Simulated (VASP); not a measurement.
# Ga3Si2N (P6/mmm) in VASP: a series of runs

The runs below take Ga3Si2N through single point, with PBE.

Everything below comes from runs of VASP 6.6.1. Logs are shortened: lines on timing, memory, paths and dates and some standing lists are left out, and cuts for length are marked.

### 1 The cell of the first run

The structure is hexagonal, space group P6/mmm (No. 191). Conventional cell: a = 5.322 Å, b = 5.322 Å, c = 4.045 Å, α = 90.00°, β = 90.00°, γ = 120.00°. Within 3.4 Å of Ga (site symmetry mmm) lie 4 Si at 2.54 Å and 4 Ga at 2.66 Å and 4 N at 3.34 Å. Within 3.4 Å of Si (site symmetry -6m2) lie 6 Ga at 2.54 Å and 3 Si at 3.07 Å and 3 N at 3.07 Å. Within 4.1 Å of N (site symmetry 6/mmm) lie 6 Si at 3.07 Å and 12 Ga at 3.34 Å and 2 N at 4.05 Å.

The cell was generated, and may not be a known phase.

### 2 Single point, PBE

INCAR

```
SYSTEM = Ga3Si2N
  ALGO = Normal
  EDIFF = 1E-6
  ENCUT = 600
  GGA = PE
  GGA_COMPAT = .FALSE.
  ISIF = 2
  ISMEAR = 0
  LASPH = .TRUE.
  LCHARG = .FALSE.
  LREAL = .FALSE.
  LWAVE = .FALSE.
  NBANDS = 35
  NELM = 120
  PREC = Accurate
  SIGMA = 0.1
```

KPOINTS

```
k-points
0
G
  6 6 4
  0 0 0
```

POSCAR

```
Ga3Si2N
1.0
    5.3219249900      0.0000000000      0.0000000000
   -2.6609625000      4.6089222400      0.0000000000
    0.0000000000      0.0000000000      4.0452718700
Ga Si N
3 2 1
Direct
    0.5000000000      0.5000000000      0.5000000000
    0.5000000000      0.0000000000      0.5000000000
    0.0000000000      0.5000000000      0.5000000000
    0.6666666700      0.3333333300      0.0000000000
    0.3333333300      0.6666666700      0.0000000000
    0.0000000000      0.0000000000      0.0000000000
```

Potentials or basis: VASP PAW PBE potentials, release 64 (Ga_d, Si, N).

Command:

```
$ cat potpaw_PBE.64/Ga_d/POTCAR potpaw_PBE.64/Si/POTCAR potpaw_PBE.64/N/POTCAR > POTCAR
$ mpirun -np 1 vasp_std > vasp.out
```

OUTCAR:

```text
SYSTEM = Ga3Si2N
   EDIFF = 1E-6
   ENCUT = 600
   GGA = PE
   ISIF = 2
   ISMEAR = 0
   LASPH = .TRUE.
   LREAL = .FALSE.
   NELM = 120
   PREC = Accurate

 ion  position               nearest neighbor table
   1  0.500  0.500  0.500-   4 2.54   5 2.54   4 2.54   5 2.54   3 2.66   3 2.66   2 2.66   2 2.66

   2  0.500  0.000  0.500-   4 2.54   5 2.54   4 2.54   5 2.54   3 2.66   3 2.66   1 2.66   1 2.66

   3  0.000  0.500  0.500-   4 2.54   5 2.54   4 2.54   5 2.54   2 2.66   2 2.66   1 2.66   1 2.66

   4  0.667  0.333  0.000-   3 2.54   3 2.54   2 2.54   2 2.54   1 2.54   1 2.54   5 3.07   5 3.07
                             5 3.07
   5  0.333  0.667  0.000-   3 2.54   3 2.54   2 2.54   2 2.54   1 2.54   1 2.54   4 3.07   4 3.07
                             4 3.07
   6  0.000  0.000  0.000-

  LATTYP: Found a hexagonal cell.
 ALAT       =     5.3219249900
 C/A-ratio  =     0.7601144093

  Lattice vectors:

 A1 = (   5.3219249900,   0.0000000000,   0.0000000000)
 A2 = (  -2.6609625000,   4.6089222400,   0.0000000000)
 A3 = (   0.0000000000,   0.0000000000,   4.0452718700)

Analysis of symmetry for initial positions (statically):
=====================================================================
 Subroutine PRICEL returns:
 Original cell was already a primitive cell.

 Routine SETGRP: Setting up the symmetry group for a
 hexagonal supercell.

 Subroutine GETGRP returns: Found 24 space group operations
 (whereof 24 operations were pure point group operations)
 out of a pool of 24 trial point group operations.

The static configuration has the point symmetry D_6h.

Analysis of symmetry for dynamics (positions and initial velocities):
=====================================================================
 Subroutine PRICEL returns:
 Original cell was already a primitive cell.

 Routine SETGRP: Setting up the symmetry group for a
 hexagonal supercell.

 Subroutine GETGRP returns: Found 24 space group operations
 (whereof 24 operations were pure point group operations)
 out of a pool of 24 trial point group operations.

The dynamic configuration has the point symmetry D_6h.

 Subroutine INISYM returns: Found 24 space group operations
 (whereof 24 operations are pure point group operations),
 and found     1 'primitive' translations

[... 98 lines left out ...]
   EDIFF  = 0.1E-05   stopping-criterion for ELM
   LREAL  =      F    real-space projection
   EDIFFG = 0.1E-04   stopping-criterion for IOM
   NSW    =      0    number of steps for IOM
   IBRION =     -1    ionic relax: 0-MD 1-quasi-New 2-CG
   NFREE  =      0    steps in history (QN), initial steepest desc. (CG)
   ISIF   =      2    stress and relaxation
   ISYM   =      2    0-nonsym 1-usesym 2-fastsym
   POTIM  = 0.5000    time-step for ionic-motion
   TEBEG  =    0.0;   TEEND  =   0.0 temperature during run
   PSTRESS=    0.0 pullay stress
   NELECT =      52.0000    total number of electrons
   NUPDOWN=      -1.0000    fix difference up-down
   EMIN   =  10.00;   EMAX   =-10.00  energy-range for DOS
   EFERMI =   0.00;   METHOD = LEGACY
   ISMEAR =     0;   SIGMA  =   0.10  broadening in eV -4-tet -1-fermi 0-gaus
   EFERMI_NEDOS =   21; number of points for ismear=-14 and -15
   IALGO  =     38    algorithm
   IMIX   =      4    mixing-type and parameters
     AMIX     =   0.40;   BMIX     =  1.00
     AMIX_MAG =   1.60;   BMIX_MAG =  1.00
  volume/ion in A,a.u.               =      16.54       111.60
  Fermi-wavevector in a.u.,A,eV,Ry     =   1.319889  2.494228 23.702796  1.742106
  Thomas-Fermi vector in A             =   2.449754
   LORBIT       =      0    0 simple, 1 ext, 2 COOP (PROOUT), +10 PAW based schemes
   GGA     = PE    functional components
   LHFCALC =     F    Hartree Fock is set to
   AEXX    =    0.0000 exact exchange contribution
   IVDW    =     0    specifies the selected vdW correction
   LEPSILON=     F    determine dielectric tensor
   LRPA    =     F    only Hartree local field effects (RPA)
 non-spin polarized calculation
 Gauss-broadening in eV      SIGMA  =   0.10
  energy-cutoff  :      600.00
  volume of cell :       99.22
 maximum number of plane-waves:      3365
 NGX is ok and might be reduce to    48
   NGX = 21   NGY = 21   NGZ = 17

 number of electron      52.0000018 magnetization

 Free energy of the ion-electron system (eV)
  ---------------------------------------------------
  ext. energy  EPLUGINS =         0.00000000
  ---------------------------------------------------
  free energy    TOTEN  =       -20.57596278 eV

  energy without entropy =      -20.55905815  energy(sigma->0) =      -20.56751046

 E-fermi :   5.7578     XC(G=0): -10.7161

 val. band max:        5.7228753921   @ k =   0.3333   0.3333   0.5000
 cond. band min:       5.7731954477   @ k =   0.5000   0.0000   0.5000
 fundamental gap:      0.0503200556
 Fermi energy:         5.7578373704

 k-point     1 :       0.0000    0.0000    0.0000
  band No.  band energies     occupation
      1      -9.7644      2.00000
      2      -9.5818      2.00000
      3      -9.5603      2.00000
      4      -9.5603      2.00000
      5      -9.4209      2.00000
      6      -9.3187      2.00000
[... 787 lines left out ...]
     34      12.3556      0.00000
     35      12.3556      0.00000

------------------------ aborting loop because EDIFF is reached ----------------------------------------

  FORCE on cell =-STRESS in cart. coord.  units (eV):
  Direction    XX          YY          ZZ          XY          YZ          ZX
  --------------------------------------------------------------------------------------
  -------------------------------------------------------------------------------------
  Total        2.0405066      2.0405066      6.7093515     -0.0000000     -0.0000000     -0.0000000
  in kB       32.9482794     32.9482794    108.3366206     -0.0000000     -0.0000000     -0.0000000
  external PRESSURE =      58.0777264 kB  Pullay stress =       0.0000000 kB

 VOLUME and BASIS-vectors are now :
 -----------------------------------------------------------------------------
  energy-cutoff  :      600.00
  volume of cell :       99.22
      direct lattice vectors                 reciprocal lattice vectors
     5.321924990  0.000000000  0.000000000     0.187901934  0.108485233  0.000000000
    -2.660962500  4.608922240  0.000000000     0.000000000  0.216970465  0.000000000
     0.000000000  0.000000000  4.045271870     0.000000000  0.000000000  0.247202174

 POSITION                                       TOTAL-FORCE (eV/Angst)
 -----------------------------------------------------------------------------------
      1.33048      2.30446      2.02264         0.000000     -0.000000      0.000000
      2.66096      0.00000      2.02264         0.000000     -0.000000      0.000000
     -1.33048      2.30446      2.02264         0.000000     -0.000000      0.000000
      2.66096      1.53631      0.00000         0.000000      0.000000      0.000000
     -0.00000      3.07261      0.00000        -0.000000     -0.000000      0.000000
      0.00000      0.00000      0.00000         0.000000     -0.000000      0.000000
 -----------------------------------------------------------------------------------
    total drift:                                0.000000     -0.000000     -0.000000

  FREE ENERGIE OF THE ION-ELECTRON SYSTEM (eV)
  ---------------------------------------------------
  free  energy   TOTEN  =       -20.5759627781 eV

  energy  without entropy=      -20.5590581500  energy(sigma->0) =      -20.56751046
```

OSZICAR:

```text
N       E                     dE             d eps       ncg     rms          rms(c)
DAV:   1     0.418696059759E+03    0.41870E+03   -0.26344E+04  1552   0.259E+03
DAV:   2     0.400570750503E+02   -0.37864E+03   -0.36614E+03  1494   0.577E+02
DAV:   3    -0.183346616145E+02   -0.58392E+02   -0.55867E+02  1840   0.159E+02
DAV:   4    -0.216499375739E+02   -0.33153E+01   -0.32473E+01  1673   0.361E+01
DAV:   5    -0.217645951404E+02   -0.11466E+00   -0.11398E+00  1960   0.642E+00    0.827E+00
DAV:   6    -0.252418674865E+02   -0.34773E+01   -0.36990E+01  2161   0.235E+01    0.152E+01
DAV:   7    -0.205730051842E+02    0.46689E+01   -0.20006E+01  1994   0.797E+00    0.277E+00
DAV:   8    -0.206039743816E+02   -0.30969E-01   -0.11199E+00  1575   0.411E+00    0.143E+00
DAV:   9    -0.205787389215E+02    0.25235E-01   -0.18994E-01  1949   0.152E+00    0.520E-01
DAV:  10    -0.205759625187E+02    0.27764E-02   -0.22812E-02  1630   0.783E-01    0.173E-01
DAV:  11    -0.205759756854E+02   -0.13167E-04   -0.15023E-03  2090   0.209E-01    0.110E-01
DAV:  12    -0.205759935352E+02   -0.17850E-04   -0.31500E-04  1549   0.941E-02    0.491E-02
DAV:  13    -0.205759626424E+02    0.30893E-04   -0.11625E-04  2080   0.436E-02    0.811E-03
DAV:  14    -0.205759627781E+02   -0.13567E-06   -0.76690E-06  1462   0.130E-02
   1 F= -.20575963E+02 E0= -.20567510E+02  d E =-.169046E-01
```

Run time: 97 s. Hardware: 1 thread of Oxide Virtual Turin-like, shared host; peak memory 0.26 GiB.

What came out:

```
Free energy            : -20.5760 eV
Pressure               : 5.8 GPa
Band gap on the k mesh : zero (bands 26 and 27 overlap by 1.92 eV)
```

Levels at points of the mesh, in eV from the Fermi level:
```
           k point  band 22  band 23  band 24  band 25  band 26  band 27  band 28  band 29  band 30  band 31
(0.00, 0.00, 0.00)    -3.32    -3.32    -2.38     0.05     0.80     1.20     1.20     1.67     2.65     2.65
(0.50, 0.00, 0.00)    -2.00    -1.78    -0.78    -0.55    -0.46    -0.14     0.77     0.86     2.28     2.36
(0.00, 0.00, 0.50)    -3.51    -3.14    -3.14    -1.84    -1.84    -0.79    -0.64    -0.64     3.46     3.46
(0.50, 0.00, 0.50)    -4.02    -3.12    -0.77    -0.36     0.02     0.43     2.16     2.42     2.91     3.12
```

Caveat: the k points lie up to 0.39 Å⁻¹ apart, too coarse for converged energies and pressures of a metal.

[end of part 1 of 2]

The gap in the log of VASP goes by the Fermi energy; the results here count the filled bands.